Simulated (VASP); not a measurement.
# Sb in VASP: single point with revPBE+D3(BJ)

Aim: the single point of Sb with revPBE+D3(BJ).

Program: VASP 6.6.1. These are calculated values, not measurements. Logs are shortened: lines on timing, memory, paths and dates and some standing lists are left out, and cuts for length are marked.

## (1) The cell of the first run

The cell holds a sheet with vacuum, 2 atoms: a = 4.059 Å, b = 4.059 Å, c = 27.100 Å, α = 90.00°, β = 90.00°, γ = 120.00°.

## (2) Single point, revPBE+D3(BJ)

File INCAR:

```
SYSTEM = Sb
PREC     = Accurate       ! precision mode
ENCUT    = 400            ! plane-wave cutoff, eV
EDIFF    = 1E-6           ! SCF threshold, eV
ISMEAR   = 0              ! smearing method
SIGMA    = 0.03           ! smearing width, eV
LREAL    = .False.        ! projectors in reciprocal space
LASPH    = .True.         ! aspherical terms in the spheres
NELM     = 120            ! most SCF steps
ALGO     = Normal         ! electronic algorithm
ISIF     = 2              ! what is computed and relaxed
LWAVE    = .False.        ! write WAVECAR
LCHARG   = .False.        ! write CHGCAR
LDIPOL   = .True.       
IDIPOL   = 3            
DIPOL    = 0.5 0.5 0.289
GGA      = RE             ! functional
IVDW     = 12             ! dispersion correction
NBANDS   = 12             ! bands
GGA_COMPAT= .False.      
NELMDL   = -8
```

File KPOINTS:

```
Automatic mesh
0
Gamma
  12 12 1
  0 0 0
```

File POSCAR:

```
Sb
1.0
    4.0587741943      0.0000000000      0.0000000000
   -2.0293870972      3.5150015605      0.0000000000
    0.0000000000      0.0000000000     27.1000000030
Sb
2
Direct
    0.3333333333      0.6666666667      0.2580857499
    0.6666666667      0.3333333333      0.3194050250
```

Potentials or basis: VASP PAW PBE potentials, release 64 (Sb).

On the command line:

```console
$ cat potpaw_PBE.64/Sb/POTCAR > POTCAR
$ mpirun -np 1 vasp_std > vasp.out
```

OUTCAR:

```text
SYSTEM = Sb
   PREC = Accurate
   ENCUT = 400
   EDIFF = 1E-6
   ISMEAR = 0
   LREAL = .False.
   LASPH = .True.
   NELM = 120
   ISIF = 2
   GGA = RE
   IVDW = 12
   NELMDL = -8
 IVDW          = 12

 ion  position               nearest neighbor table
   1  0.333  0.667  0.258-   2 2.87   2 2.87   2 2.87
   2  0.667  0.333  0.319-   1 2.87   1 2.87   1 2.87

  LATTYP: Found a hexagonal cell.
 ALAT       =     4.0587741943
 C/A-ratio  =     6.6768927528

  Lattice vectors:

 A1 = (   4.0587741943,   0.0000000000,   0.0000000000)
 A2 = (  -2.0293870972,   3.5150015605,   0.0000000000)
 A3 = (   0.0000000000,   0.0000000000,  27.1000000030)

Analysis of symmetry for initial positions (statically):
=====================================================================
 Subroutine PRICEL returns:
 Original cell was already a primitive cell.

 Routine SETGRP: Setting up the symmetry group for a
 hexagonal supercell.

 Subroutine GETGRP returns: Found 12 space group operations
 (whereof  6 operations were pure point group operations)
 out of a pool of 24 trial point group operations.

The static configuration has the point symmetry C_3v.
 The point group associated with its full space group is D_3d.

Analysis of symmetry for dynamics (positions and initial velocities):
=====================================================================
 Subroutine PRICEL returns:
 Original cell was already a primitive cell.

 Routine SETGRP: Setting up the symmetry group for a
 hexagonal supercell.

 Subroutine GETGRP returns: Found 12 space group operations
 (whereof  6 operations were pure point group operations)
 out of a pool of 24 trial point group operations.

The dynamic configuration has the point symmetry C_3v.
 The point group associated with its full space group is D_3d.

 Subroutine INISYM returns: Found 12 space group operations
 (whereof  6 operations are pure point group operations),
 and found     1 'primitive' translations

----------------------------------------------------------------------------------------

                                     Primitive cell

  volume of cell :     386.6248

  direct lattice vectors                    reciprocal lattice vectors
     4.058774194  0.000000000  0.000000000     0.246379806  0.142247448  0.000000000
    -2.029387097  3.515001561  0.000000000     0.000000000  0.284494895  0.000000000
     0.000000000  0.000000000 27.100000003     0.000000000  0.000000000  0.036900369

  length of vectors
     4.058774194  4.058774194 27.100000003     0.284494895  0.284494895  0.036900369

  position of ions in fractional coordinates (direct lattice)
     0.333333333  0.666666667  0.258085750
     0.666666667  0.333333333  0.319405025

  ion indices of the primitive-cell ions
   primitive index   ion index
                 1           1
                 2           2

----------------------------------------------------------------------------------------

 KPOINTS: Automatic mesh

Automatic generation of k-mesh.
 Grid dimensions read from file:
 generate k-points for:   12   12    1

 Generating k-lattice:

  Cartesian coordinates                     Fractional coordinates (reciprocal lattice)
     0.020531651  0.011853954  0.000000000     0.083333333  0.000000000  0.000000000
     0.000000000  0.023707908  0.000000000     0.000000000  0.083333333  0.000000000
     0.000000000  0.000000000  0.036900369     0.000000000  0.000000000  1.000000000

  Length of vectors
     0.023707908  0.023707908  0.036900369

  Shift w.r.t. Gamma in fractional coordinates (k-lattice)
     0.000000000  0.000000000  0.000000000

 Subroutine IBZKPT returns following result:
 ===========================================

 Found     19 irreducible k-points:

 Following reciprocal coordinates:
            Coordinates               Weight
  0.000000  0.000000  0.000000      1.000000
  0.083333  0.000000  0.000000      6.000000
  0.166667 -0.000000  0.000000      6.000000
  0.250000  0.000000  0.000000      6.000000
  0.333333  0.000000  0.000000      6.000000
  0.416667 -0.000000  0.000000      6.000000
[... 11 lines left out ...]
  0.333333  0.250000  0.000000     12.000000
  0.333333  0.333333  0.000000      2.000000
   k-points           NKPTS =     19   k-points in BZ     NKDIM =     19   number of bands    NBANDS=     12
   number of dos      NEDOS =    301   number of ions     NIONS =      2
   total plane-waves  NPLWV = 141120
   dimension x,y,z NGX =    28 NGY =   28 NGZ =  180
   dimension x,y,z NGXF=    56 NGYF=   56 NGZF=  360
   ions per type =               2
   NGX,Y,Z   is equivalent  to a cutoff of  11.47, 11.47, 11.04 a.u.
   NGXF,Y,Z  is equivalent  to a cutoff of  22.94, 22.94, 22.08 a.u.
 SYSTEM =  Sb
   PREC   = accura    normal or accurate (medium, high low for compatibility)
   ISTART =      0    job   : 0-new  1-cont  2-samecut
   ICHARG =      2    charge: 1-file 2-atom 10-const
   ISPIN  =      1    spin polarized calculation?
   LNONCOLLINEAR =      F non collinear calculations
   LSORBIT =      F    spin-orbit coupling
   LASPH  =      T    aspherical Exc in radial PAW
   ENCUT  =  400.0 eV  29.40 Ry    5.42 a.u.   6.62  6.62 44.19*2*pi/ulx,y,z
   NELM   =    120;   NELMIN=  2; NELMDL= -8     # of ELM steps
   EDIFF  = 0.1E-05   stopping-criterion for ELM
   LREAL  =      F    real-space projection
   EDIFFG = 0.1E-04   stopping-criterion for IOM
   NSW    =      0    number of steps for IOM
   IBRION =     -1    ionic relax: 0-MD 1-quasi-New 2-CG
   NFREE  =      0    steps in history (QN), initial steepest desc. (CG)
   ISIF   =      2    stress and relaxation
   ISYM   =      2    0-nonsym 1-usesym 2-fastsym
   POTIM  = 0.5000    time-step for ionic-motion
   TEBEG  =    0.0;   TEEND  =   0.0 temperature during run
   PSTRESS=    0.0 pullay stress
   NELECT =      10.0000    total number of electrons
   NUPDOWN=      -1.0000    fix difference up-down
   EMIN   =  10.00;   EMAX   =-10.00  energy-range for DOS
   EFERMI =   0.00;   METHOD = LEGACY
   ISMEAR =     0;   SIGMA  =   0.03  broadening in eV -4-tet -1-fermi 0-gaus
   EFERMI_NEDOS =   21; number of points for ismear=-14 and -15
   IALGO  =     38    algorithm
   IMIX   =      4    mixing-type and parameters
     AMIX     =   0.40;   BMIX     =  1.00
     AMIX_MAG =   1.60;   BMIX_MAG =  1.00
  volume/ion in A,a.u.               =     193.31      1304.54
  Fermi-wavevector in a.u.,A,eV,Ry     =   0.484148  0.914907  3.189198  0.234399
  Thomas-Fermi vector in A             =   1.483690
   LORBIT       =      0    0 simple, 1 ext, 2 COOP (PROOUT), +10 PAW based schemes
   GGA     = RE    functional components
   LHFCALC =     F    Hartree Fock is set to
   AEXX    =    0.0000 exact exchange contribution
   IVDW    =    12    specifies the selected vdW correction
   LEPSILON=     F    determine dielectric tensor
   LRPA    =     F    only Hartree local field effects (RPA)
 non-spin polarized calculation
 Gauss-broadening in eV      SIGMA  =   0.03
  energy-cutoff  :      400.00
  volume of cell :      386.62
 maximum number of plane-waves:      7097
 NGX is ok and might be reduce to    28
   NGX = 13   NGY = 13   NGZ = 89

 dipolmoment           0.000000      0.000000      0.000000 electrons x Angstroem

 number of electron      10.0000000 magnetization

 dipolmoment           0.000000      0.000000     -0.000000 electrons x Angstroem

 Free energy of the ion-electron system (eV)
  ---------------------------------------------------
  ext. energy  EPLUGINS =         0.00000000
  ---------------------------------------------------
  free energy    TOTEN  =        -7.61944654 eV

  energy without entropy =       -7.61944654  energy(sigma->0) =       -7.61944654

 E-fermi :  -2.6842     XC(G=0):  -2.0143

 val. band max:       -2.8095325413   @ k =   0.0000   0.0000   0.0000
 cond. band min:      -1.6319472564   @ k =   0.3333   0.0000   0.0000
 fundamental gap:      1.1775852850
 Fermi energy:        -2.6842236954

 k-point     1 :       0.0000    0.0000    0.0000
  band No.  band energies     occupation
      1     -14.3333      2.00000
      2      -9.2939      2.00000
      3      -3.6464      2.00000
      4      -2.8095      2.00000
      5      -2.8095      2.00000
      6      -1.1170      0.00000
      7      -0.0285      0.00000
      8      -0.0285      0.00000
      9       1.2264      0.00000
     10       1.4575      0.00000
     11       1.9313      0.00000
     12       2.2292      0.00000

 k-point     2 :       0.0833    0.0000    0.0000
  band No.  band energies     occupation
      1     -14.2565      2.00000
      2      -9.2829      2.00000
      3      -3.6103      2.00000
      4      -3.5607      2.00000
      5      -2.9902      2.00000
      6      -0.6609      0.00000
      7      -0.0951      0.00000
      8       0.1401      0.00000
      9       1.3378      0.00000
     10       1.5444      0.00000
     11       2.0153      0.00000
     12       2.3169      0.00000

 k-point     3 :       0.1667   -0.0000    0.0000
  band No.  band energies     occupation
      1     -14.0287      2.00000
      2      -9.2838      2.00000
      3      -4.6933      2.00000
      4      -3.5320      2.00000
      5      -3.3884      2.00000
      6      -1.0574      0.00000
      7       0.4574      0.00000
      8       0.5156      0.00000
      9       1.6020      0.00000
     10       1.8106      0.00000
     11       2.2625      0.00000
     12       2.5660      0.00000

 k-point     4 :       0.2500    0.0000    0.0000
  band No.  band energies     occupation
      1     -13.6586      2.00000
      2      -9.4091      2.00000
      3      -5.5917      2.00000
      4      -3.8083      2.00000
      5      -3.5382      2.00000
      6      -1.5285      0.00000
      7       0.6169      0.00000
      8       0.6650      0.00000
      9       1.8563      0.00000
     10       2.2088      0.00000
     11       2.6666      0.00000
     12       2.9422      0.00000

 k-point     5 :       0.3333    0.0000    0.0000
  band No.  band energies     occupation
      1     -13.1691      2.00000
      2      -9.7961      2.00000
      3      -6.0269      2.00000
      4      -4.1493      2.00000
      5      -3.8089      2.00000
      6      -1.6319      0.00000
      7       0.1736      0.00000
      8       0.7131      0.00000
      9       2.3515      0.00000
     10       2.5119      0.00000
     11       3.1137      0.00000
     12       3.4290      0.00000
[... 153 lines left out ...]
      1     -12.0902      2.00000
      2     -10.8309      2.00000
      3      -6.1056      2.00000
      4      -5.0658      2.00000
      5      -4.4617      2.00000
      6      -0.9308      0.00000
      7       0.0991      0.00000
      8       0.3389      0.00000
      9       2.5854      0.00000
     10       4.1763      0.00000
     11       4.3247      0.00000
     12       4.5015      0.00000

 k-point    17 :       0.2500    0.2500    0.0000
  band No.  band energies     occupation
      1     -12.4429      2.00000
      2     -10.4102      2.00000
      3      -6.0010      2.00000
      4      -5.5151      2.00000
      5      -4.0352      2.00000
      6      -0.9608      0.00000
      7      -0.1837      0.00000
      8       1.0485      0.00000
      9       3.2882      0.00000
     10       3.3330      0.00000
     11       3.8268      0.00000
     12       3.9702      0.00000

 k-point    18 :       0.3333    0.2500    0.0000
  band No.  band energies     occupation
      1     -11.9222      2.00000
      2     -10.9227      2.00000
      3      -6.3420      2.00000
      4      -5.1455      2.00000
      5      -4.4342      2.00000
      6      -1.2873      0.00000
      7       0.2845      0.00000
      8       0.8139      0.00000
      9       3.4419      0.00000
     10       3.9572      0.00000
     11       4.1296      0.00000
     12       4.6153      0.00000

 k-point    19 :       0.3333    0.3333    0.0000
  band No.  band energies     occupation
      1     -11.4090      2.00000
      2     -11.4090      2.00000
      3      -6.5200      2.00000
      4      -4.7820      2.00000
      5      -4.7820      2.00000
      6      -1.4957      0.00000
      7       0.6709      0.00000
      8       0.6709      0.00000
      9       3.7394      0.00000
     10       4.5410      0.00000
     11       4.5410      0.00000
     12       4.9812      0.00000

------------------------ aborting loop because EDIFF is reached ----------------------------------------

 vacuum level on the upper side and lower side of the slab       (xc-potential included)        -0.008        -0.008

 Edisp (eV)   -0.92195

 E8    (eV) :    -0.6876

  FORCE on cell =-STRESS in cart. coord.  units (eV):
  Direction    XX          YY          ZZ          XY          YZ          ZX
  --------------------------------------------------------------------------------------
  -------------------------------------------------------------------------------------
  Total       0.00253     0.00253     0.12051    -0.00000     0.00000     0.00000
  in kB       0.01049     0.01049     0.49938    -0.00000     0.00000     0.00000
  external pressure =        0.17 kB  Pullay stress =        0.00 kB

 VOLUME and BASIS-vectors are now :
 -----------------------------------------------------------------------------
  energy-cutoff  :      400.00
  volume of cell :      386.62
      direct lattice vectors                 reciprocal lattice vectors
     4.058774194  0.000000000  0.000000000     0.246379806  0.142247448  0.000000000
    -2.029387097  3.515001561  0.000000000     0.000000000  0.284494895  0.000000000
     0.000000000  0.000000000 27.100000003     0.000000000  0.000000000  0.036900369

 POSITION                                       TOTAL-FORCE (eV/Angst)
 -----------------------------------------------------------------------------------
     -0.00000      2.34333      6.99412        -0.000000      0.000000     -0.076187
      2.02939      1.17167      8.65588         0.000000     -0.000000      0.076187
 -----------------------------------------------------------------------------------
    total drift:                               -0.000000     -0.000000     -0.000001

  FREE ENERGIE OF THE ION-ELECTRON SYSTEM (eV)
  ---------------------------------------------------
  free  energy   TOTEN  =        -8.5414013045 eV

  energy  without entropy=       -8.5414013045  energy(sigma->0) =       -8.54140130

 vacuum level on the upper side and lower side of the slab         1.762         1.762
```

Wall time 92 s (1 thread of Intel Xeon Platinum 8488C (Sapphire Rapids), shared host); peak memory 0.34 GiB.

What came out:

| Item | Value |
| --- | --- |
| Free energy | -8.5414 eV |
| Largest force | 0.076 eV/Å |
| Band gap on the k mesh | 1.18 eV, indirect (least direct gap 1.69 eV) |
| Dispersion energy per atom | -0.461 eV |

Forces on the atoms (eV/Å):
```
Sb   0.000  0.000 -0.076
Sb   0.000  0.000  0.076
```

Levels at points of the mesh, in eV from the valence-band top:
| k point | band 2 | band 3 | band 4 | band 5 | band 6 | band 7 | band 8 | band 9 |
| --- | --- | --- | --- | --- | --- | --- | --- | --- |
| (0.00, 0.00, 0.00) | -6.48 | -0.84 | 0.00 | 0.00 | 1.69 | 2.78 | 2.78 | 4.04 |
| (0.50, 0.00, 0.00) | -7.90 | -3.15 | -1.66 | -1.63 | 1.58 | 2.27 | 3.48 | 4.93 |

Caveat: the PAW data sets were made with another functional, which shifts forces and pressure a little; spin-orbit coupling is left out, which moves the levels of the heavy elements.
